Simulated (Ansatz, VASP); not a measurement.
# CO2 in VASP and in Ansatz

```
C O
1.0
     6.43793    0.00000    0.00000
     0.00000    5.79994    0.00000
     0.00000    0.00000    6.23493
C O
4 8
Cartesian
  0.0000 0.0000 0.0000
  3.2190 0.0000 3.1175
  3.2190 2.9000 0.0000
  0.0000 2.9000 3.1175
  0.7478 0.6737 0.7242
  2.4711 5.1262 3.8417
  3.9668 2.2263 5.5107
  5.6901 3.5737 2.3932
  5.6901 5.1262 5.5107
  3.9668 0.6737 2.3932
  2.4711 3.5737 0.7242
  0.7478 2.2263 3.8417
```

Change from the starting cell: normal strain along x +0.1100, normal strain along z +0.0750.

Alike in both runs: task single point; functional PBEsol; k mesh 4 × 4 × 4; occupations gaussian, width 0.05 eV; no spin polarisation.

```csv
,VASP,Ansatz
version,VASP 6.6.1,Ansatz 0.2.0
potentials or method,"VASP PAW PBE potentials, release 64 (C, O), cutoff 520 eV","scalar-relativistic, plane waves, PAW"
valence electrons in the cell,64,64
```

VASP gave:

* gap on the k mesh at the Fermi level (eV): 6.01
* least direct gap on the mesh (eV): 6.01
* pressure (GPa): -12.8
* traceless stress, the component that is largest in VASP (GPa): 1.55
* rms of the force components (eV/Å): 2.578

**Question.** What did Ansatz give for the same quantities?

**Answer.** gap on the k mesh at the Fermi level (eV): 6.04; least direct gap on the mesh (eV): 6.04; pressure (GPa): -13.6; traceless stress, the component that is largest in VASP (GPa): 1.67; rms of the force components (eV/Å): 2.790.

VASP's potentials were made for PBE, not for PBEsol. Atom by atom the forces differ by 0.211 eV/Å (rms over components).

Noted on VASP's run: the standard files for N, O and F lose accuracy on very short bonds.
